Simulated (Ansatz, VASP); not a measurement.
KMgF3: VASP beside Ansatz

```
K Mg F
1.0
     4.08457    0.00000    0.00000
     0.00000    4.08457    0.00000
     0.00000    0.00000    4.08457
K Mg F
1 1 3
Direct
  0.50000 0.50000 0.50000
  0.00000 0.00000 0.00000
  0.50000 0.00000 0.00000
  0.00000 0.50000 0.00000
  0.00000 0.00000 0.50000
```

Alike in both runs: task single point; functional PBEsol; k mesh 6 × 6 × 6; no spin polarisation.

|  | VASP | Ansatz |
| --- | --- | --- |
| version | VASP 6.6.1 | Ansatz 0.2.0 |
| potentials or method | VASP PAW PBE potentials, release 64 (K_sv, Mg, F), cutoff 520 eV | scalar-relativistic, plane waves, PAW |
| occupations | gaussian, width 0.01 eV | fixed |
| valence electrons in the cell | 32 | 40 |

VASP gave:

| Item | Value |
| --- | --- |
| gap on the k mesh at the Fermi level (eV) | 6.61 |
| least direct gap on the mesh (eV) | 6.93 |
| pressure (GPa) | -4.7 |

Problem. Estimate Ansatz's values.

Solution. gap on the k mesh at the Fermi level (eV): 6.63; least direct gap on the mesh (eV): 6.95; pressure (GPa): -4.3.

VASP's potentials were made for PBE, not for PBEsol. VASP's potentials hold 32 valence electrons a cell and Ansatz's 40, so a difference there can come from the potentials and not from the codes.
